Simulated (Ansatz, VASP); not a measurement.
Two plane-wave programs on Al

Contents of INCAR:

```
PREC = Accurate
ENCUT = 520
EDIFF = 1E-6
ISMEAR = -1
SIGMA = 0.1
LREAL = False
LASPH = True
NELM = 100
ALGO = Normal
ISIF = 2
LWAVE = False
LCHARG = False
GGA = PE
NBANDS = 10
```

KPOINTS

```
Automatic mesh
0
Gamma
  15 15 15
```

File POSCAR:

```
Al
1.0
    0.0000000000      2.9407262273      2.9407262273
    2.9407262273      0.0000000000      2.9407262273
    2.9407262273      2.9407262273      0.0000000000
Al
2
Direct
    0.1250000000      0.1250000000      0.1250000000
    0.8750000000      0.8750000000      0.8750000000
```

Input for Ansatz:

```yaml
crystal:
  lattice:
    - [0.0, 2.9407262273, 2.9407262273]
    - [2.9407262273, 0.0, 2.9407262273]
    - [2.9407262273, 2.9407262273, 0.0]
  atoms:
    - { symbol: Al, position: [0.125, 0.125, 0.125] }
    - { symbol: Al, position: [0.875, 0.875, 0.875] }
hamiltonian:
  xc: pbe
  pseudopotentials:
    kind: paw
    azcp:
      Al: "pseudopotentials/Al.paw.azcp"
basis:
  ecutwfc: 420
  fft_grid_basis: typed
kpoints:
  mp_grid: { grid: [15, 15, 15], shift: [0, 0, 0] }
magnetization:
  spin_polarized: false
scf:
  occupations: { method: fermi_dirac, width: 0.1 }
output:
  stress: true
```

Alike in both runs: task single point; functional PBE; k mesh 15 × 15 × 15; occupations fermi-dirac, width 0.1 eV; no spin polarisation.

|  | VASP | Ansatz |
| --- | --- | --- |
| version | VASP 6.6.1 | Ansatz 0.2.0 |
| potentials or method | VASP PAW PBE potentials, release 64 (Al), cutoff 520 eV | plane waves (420 eV) with PAW, scalar-relativistic |
| valence electrons in the cell | 6 | 6 |

Ansatz gave:

* pressure (GPa): 3.8

What did VASP give for the same quantities?

Pressure (GPa): 3.7.
